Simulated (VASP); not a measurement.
# B (Pm-3m) in VASP: further runs

B is run at these levels: PBE; tasks: single point.

Everything below comes from runs of VASP 6.6.1. Logs are shortened: lines on timing, memory, paths and dates and some standing lists are left out, and cuts for length are marked.

### Step 1. The cell of the first run

It takes space group Pm-3m (No. 221, cubic). Conventional cell: a = 2.703 Å, b = 2.703 Å, c = 2.703 Å, α = 90.00°, β = 90.00°, γ = 90.00°. Within 2.5 Å of B (site symmetry 4/mmm) lie 8 B at 1.91 Å.

### Step 2. Single point, PBE

Input file INCAR:

```
PREC = Accurate
ENCUT = 520
EDIFF = 1E-6
ISMEAR = 0
SIGMA = 0.1
LREAL = False
LASPH = True
NELM = 100
ALGO = Normal
ISIF = 2
LWAVE = False
LCHARG = True
GGA = PE
LELF = True
LVHAR = True
NBANDS = 12
```

Input file KPOINTS:

```
Automatic mesh
0
Gamma
  6 6 6
```

Input file POSCAR:

```
B
1.0
    2.7027274672      0.0000000000      0.0000000000
    0.0000000000      2.7027274672      0.0000000000
    0.0000000000      0.0000000000      2.7027274672
B
3
Direct
    0.5000000000      0.0000000000      0.0000000000
    0.0000000000      0.5000000000      0.0000000000
    0.0000000000      0.0000000000      0.5000000000
```

Potentials or basis: VASP PAW PBE potentials, release 64 (B).

Started as:

```bash
> cat potpaw_PBE.64/B/POTCAR > POTCAR
> mpirun -np 1 vasp_std > vasp.out
```

OUTCAR:

```text
PREC = Accurate
   ENCUT = 520
   EDIFF = 1E-6
   ISMEAR = 0
   LREAL = False
   LASPH = True
   NELM = 100
   ISIF = 2
   GGA = PE

 ion  position               nearest neighbor table
   1  0.500  0.000  0.000-   2 1.91   3 1.91   3 1.91   2 1.91   2 1.91   3 1.91   3 1.91   2 1.91

   2  0.000  0.500  0.000-   1 1.91   3 1.91   3 1.91   1 1.91   3 1.91   3 1.91   1 1.91   1 1.91

   3  0.000  0.000  0.500-   1 1.91   2 1.91   1 1.91   2 1.91   2 1.91   2 1.91   1 1.91   1 1.91

  LATTYP: Found a simple cubic cell.
 ALAT       =     2.7027274672

  Lattice vectors:

 A1 = (   2.7027274672,   0.0000000000,   0.0000000000)
 A2 = (   0.0000000000,   2.7027274672,   0.0000000000)
 A3 = (   0.0000000000,   0.0000000000,   2.7027274672)

Analysis of symmetry for initial positions (statically):
=====================================================================
 Subroutine PRICEL returns:
 Original cell was already a primitive cell.

 Routine SETGRP: Setting up the symmetry group for a
 simple cubic supercell.

 Subroutine GETGRP returns: Found 48 space group operations
 (whereof 48 operations were pure point group operations)
 out of a pool of 48 trial point group operations.

The static configuration has the point symmetry O_h .

Analysis of symmetry for dynamics (positions and initial velocities):
=====================================================================
 Subroutine PRICEL returns:
 Original cell was already a primitive cell.

 Routine SETGRP: Setting up the symmetry group for a
 simple cubic supercell.

 Subroutine GETGRP returns: Found 48 space group operations
 (whereof 48 operations were pure point group operations)
 out of a pool of 48 trial point group operations.

The dynamic configuration has the point symmetry O_h .

 Subroutine INISYM returns: Found 48 space group operations
 (whereof 48 operations are pure point group operations),
 and found     1 'primitive' translations

----------------------------------------------------------------------------------------

                                     Primitive cell

  volume of cell :      19.7427

  direct lattice vectors                    reciprocal lattice vectors
     2.702727467  0.000000000  0.000000000     0.369996610  0.000000000  0.000000000
[... 90 lines left out ...]
   ISYM   =      2    0-nonsym 1-usesym 2-fastsym
   POTIM  = 0.5000    time-step for ionic-motion
   TEBEG  =    0.0;   TEEND  =   0.0 temperature during run
   PSTRESS=    0.0 pullay stress
   NELECT =       9.0000    total number of electrons
   NUPDOWN=      -1.0000    fix difference up-down
   EMIN   =  10.00;   EMAX   =-10.00  energy-range for DOS
   EFERMI =   0.00;   METHOD = LEGACY
   ISMEAR =     0;   SIGMA  =   0.10  broadening in eV -4-tet -1-fermi 0-gaus
   EFERMI_NEDOS =   21; number of points for ismear=-14 and -15
   IALGO  =     38    algorithm
   IMIX   =      4    mixing-type and parameters
     AMIX     =   0.40;   BMIX     =  1.00
     AMIX_MAG =   1.60;   BMIX_MAG =  1.00
  volume/ion in A,a.u.               =       6.58        44.41
  Fermi-wavevector in a.u.,A,eV,Ry     =   1.259950  2.380961 21.598905  1.587475
  Thomas-Fermi vector in A             =   2.393484
   LORBIT       =      0    0 simple, 1 ext, 2 COOP (PROOUT), +10 PAW based schemes
   GGA     = PE    functional components
   LHFCALC =     F    Hartree Fock is set to
   AEXX    =    0.0000 exact exchange contribution
   IVDW    =     0    specifies the selected vdW correction
   LEPSILON=     F    determine dielectric tensor
   LRPA    =     F    only Hartree local field effects (RPA)
 non-spin polarized calculation
 Gauss-broadening in eV      SIGMA  =   0.10
  energy-cutoff  :      520.00
  volume of cell :       19.74
 maximum number of plane-waves:       554
   NGX = 11   NGY = 11   NGZ = 11

 number of electron       8.9999999 magnetization

 Free energy of the ion-electron system (eV)
  ---------------------------------------------------
  ext. energy  EPLUGINS =         0.00000000
  ---------------------------------------------------
  free energy    TOTEN  =       -17.73256023 eV

  energy without entropy =      -17.72814052  energy(sigma->0) =      -17.73035038

 E-fermi :   7.5029     XC(G=0): -12.3331

 val. band max:        7.3594626530   @ k =   0.5000   0.3333   0.3333
 cond. band min:       7.5756517197   @ k =   0.5000   0.1667   0.0000
 fundamental gap:      0.2161890667
 Fermi energy:         7.5029344913

 k-point     1 :       0.0000    0.0000    0.0000
  band No.  band energies     occupation
      1      -9.0578      2.00000
      2       4.1170      2.00000
      3       4.1170      2.00000
      4       4.1170      2.00000
      5      11.9570      0.00000
      6      11.9570      0.00000
      7      14.3249      0.00000
      8      17.6726      0.00000
      9      17.6726      0.00000
     10      17.6726      0.00000
     11      22.7383      0.00000
     12      22.7383      0.00000
[... 271 lines left out ...]
 k-point    20 :       0.5000    0.5000    0.5000
  band No.  band energies     occupation
      1      -1.8590      2.00000
      2       2.3396      2.00000
      3       2.3396      2.00000
      4       2.3396      2.00000
      5       5.1427      2.00000
      6       5.1427      2.00000
      7       5.1427      2.00000
      8      12.6929      0.00000
      9      24.8717      0.00000
     10      24.8717      0.00000
     11      25.6756      0.00000
     12      25.6756      0.00000

------------------------ aborting loop because EDIFF is reached ----------------------------------------

  FORCE on cell =-STRESS in cart. coord.  units (eV):
  Direction    XX          YY          ZZ          XY          YZ          ZX
  --------------------------------------------------------------------------------------
  -------------------------------------------------------------------------------------
  Total       -0.0328387     -0.0328387     -0.0328387     -0.0000000      0.0000000     -0.0000000
  in kB       -2.6649525     -2.6649525     -2.6649525     -0.0000000      0.0000000     -0.0000000
  external PRESSURE =      -2.6649525 kB  Pullay stress =       0.0000000 kB

 VOLUME and BASIS-vectors are now :
 -----------------------------------------------------------------------------
  energy-cutoff  :      520.00
  volume of cell :       19.74
      direct lattice vectors                 reciprocal lattice vectors
     2.702727467  0.000000000  0.000000000     0.369996610  0.000000000  0.000000000
     0.000000000  2.702727467  0.000000000     0.000000000  0.369996610  0.000000000
     0.000000000  0.000000000  2.702727467     0.000000000  0.000000000  0.369996610

 POSITION                                       TOTAL-FORCE (eV/Angst)
 -----------------------------------------------------------------------------------
      1.35136      0.00000      0.00000         0.000000      0.000000      0.000000
      0.00000      1.35136      0.00000         0.000000      0.000000      0.000000
      0.00000      0.00000      1.35136         0.000000      0.000000      0.000000
 -----------------------------------------------------------------------------------
    total drift:                                0.000000      0.000000     -0.000000

  FREE ENERGIE OF THE ION-ELECTRON SYSTEM (eV)
  ---------------------------------------------------
  free  energy   TOTEN  =       -17.7325602339 eV

  energy  without entropy=      -17.7281405165  energy(sigma->0) =      -17.73035038
```

OSZICAR:

```text
N       E                     dE             d eps       ncg     rms          rms(c)
DAV:   1     0.811623702436E+01    0.81162E+01   -0.43082E+03   480   0.646E+02
DAV:   2    -0.173177887302E+02   -0.25434E+02   -0.24310E+02   632   0.134E+02
DAV:   3    -0.179696216841E+02   -0.65183E+00   -0.63256E+00   600   0.154E+01
DAV:   4    -0.179706127908E+02   -0.99111E-03   -0.99089E-03   548   0.667E-01
DAV:   5    -0.179706133953E+02   -0.60452E-06   -0.60413E-06   560   0.163E-02    0.358E+00
DAV:   6    -0.177836584586E+02    0.18695E+00   -0.16711E-01   524   0.201E+00    0.208E+00
DAV:   7    -0.177314573922E+02    0.52201E-01   -0.11295E-01   548   0.191E+00    0.477E-01
DAV:   8    -0.177326587757E+02   -0.12014E-02   -0.56772E-03   532   0.535E-01    0.706E-02
DAV:   9    -0.177325487698E+02    0.11001E-03   -0.39075E-04   540   0.109E-01    0.193E-02
DAV:  10    -0.177325602361E+02   -0.11466E-04   -0.15451E-05   548   0.310E-02    0.417E-03
DAV:  11    -0.177325602339E+02    0.22570E-08   -0.43094E-06   524   0.119E-02
   1 F= -.17732560E+02 E0= -.17730350E+02  d E =-.441972E-02
```

It took 4.2 s on 1 thread of Intel Xeon Platinum 8259CL at 2.50GHz (Skylake/Cascade Lake), shared host; peak memory 0.11 GiB.

What came out:

| Property | Result |
| --- | --- |
| Free energy | -17.7326 eV |
| Pressure | -0.3 GPa |

Caveat: the k points lie up to 0.39 Å⁻¹ apart.

### Step 3. Single point, PBE

This run uses another cell than the first one, of 8.75 Å³/atom, 1.329 times its volume.

Input file INCAR:

```
SYSTEM = B
PREC     = Accurate       ! precision mode
ENCUT    = 520            ! plane-wave cutoff, eV
EDIFF    = 1E-7           ! SCF threshold, eV
ISMEAR   = 0              ! smearing method
SIGMA    = 0.1            ! smearing width, eV
LREAL    = .FALSE.        ! projectors in reciprocal space
LASPH    = .TRUE.         ! aspherical terms in the spheres
NELM     = 60             ! most SCF steps
ALGO     = Normal         ! electronic algorithm
ISIF     = 2              ! what is computed and relaxed
LWAVE    = .FALSE.        ! write WAVECAR
LCHARG   = .FALSE.        ! write CHGCAR
GGA      = PE             ! functional
NBANDS   = 12             ! bands
```

Input file KPOINTS:

```
regular mesh
0
G
  6 6 6
  0 0 0
```

Input file POSCAR:

```
B
1.0
    2.9716332700      0.0000000000      0.0000000000
    0.0000000000      2.9716332700      0.0000000000
    0.0000000000      0.0000000000      2.9716332700
B
3
Direct
    0.5000000000      0.0000000000      0.0000000000
    0.0000000000      0.5000000000      0.0000000000
    0.0000000000      0.0000000000      0.5000000000
```

Potentials or basis: VASP PAW PBE potentials, release 64 (B).

Started as:

```bash
> cat potpaw_PBE.64/B/POTCAR > POTCAR
> mpirun -np 1 vasp_std > vasp.out
```

Wall time 7.7 s (1 thread of Intel Xeon Platinum 8259CL at 2.50GHz (Skylake/Cascade Lake), shared host); peak memory 0.12 GiB.

Results (log left out):

- Free energy: -16.6938 eV
- Pressure: -41.2 GPa

Levels at points of the mesh, in eV from the Fermi level:
| k point | band 2 | band 3 | band 4 | band 5 | band 6 | band 7 |
| --- | --- | --- | --- | --- | --- | --- |
| (0.00, 0.00, 0.00) | -2.42 | -2.42 | -2.42 | 2.74 | 2.74 | 6.93 |
| (0.50, 0.00, 0.00) | -9.38 | -0.09 | -0.09 | 3.34 | 3.34 | 3.86 |
| (0.50, 0.50, 0.00) | -6.61 | -6.61 | -4.95 | 3.20 | 4.23 | 4.23 |
| (0.50, 0.50, 0.50) | -3.71 | -3.71 | -3.71 | -2.85 | -2.85 | -2.85 |
